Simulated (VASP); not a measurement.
Input of a VASP 6.6.1 run:

File INCAR:

```
SYSTEM = TiO2
  ALGO = Normal
  EDIFF = 1E-6
  ENCUT = 520
  GGA = PE
  ISIF = 2
  ISMEAR = 0
  LASPH = .True.
  LCHARG = .True.
  LELF = .True.
  LREAL = .False.
  LVHAR = .True.
  LWAVE = .False.
  NBANDS = 60
  NELM = 80
  PREC = Accurate
  SIGMA = 0.05
```

File KPOINTS:

```
k-points
0
Gamma
  7 7 3
  0 0 0
```

Contents of POSCAR:

```
TiO2
1.0
   -3.7992225376      0.0000000000      0.0000000000
    0.0000000000     -3.7992225376      0.0000000000
    0.0000000000      0.0000000000      9.6968968543
Ti O
4 8
Direct
    0.0000000000      1.0000000000      0.0000000000
    0.5000000000      0.5000000000      0.5000000000
    0.5000000000      0.0000000000      0.7500000000
    0.0000000000      0.5000000000      0.2500000000
    0.0000000000      0.0000000000      0.2065067260
    0.5000000000      0.5000000000      0.7065067260
    0.5000000000      0.0000000000      0.9565067260
    0.0000000000      0.5000000000      0.4565067260
    0.5000000000      0.0000000000      0.5434932740
    0.0000000000      0.5000000000      0.0434932740
    0.0000000000      0.0000000000      0.7934932740
    0.5000000000      0.5000000000      0.2934932740
```

Potentials or basis: VASP PAW PBE potentials, release 64 (Ti_sv, O).

Command:

```bash
$ cat potpaw_PBE.64/Ti_sv/POTCAR potpaw_PBE.64/O/POTCAR > POTCAR
$ mpirun -np 1 vasp_std > vasp.out
```

Task: Predict the largest force.

Result: 0.017 eV/Å.

Task: Predict the pressure.

Result: 0.7 GPa.

Task: Predict the band gap on the k mesh.

Result: 2.10 eV.

Forces on the atoms (eV/Å):
```
Ti   0.000  0.000  0.000
Ti   0.000  0.000  0.000
Ti   0.000  0.000  0.000
Ti   0.000  0.000  0.000
O    0.000  0.000  0.017
O    0.000  0.000  0.017
O    0.000  0.000  0.017
O    0.000  0.000  0.017
O    0.000  0.000 -0.017
O    0.000  0.000 -0.017
O    0.000  0.000 -0.017
O    0.000  0.000 -0.017
```

A k mesh can miss the band edges. A hybrid or GW would open this gap; PBE tends to underestimate it.
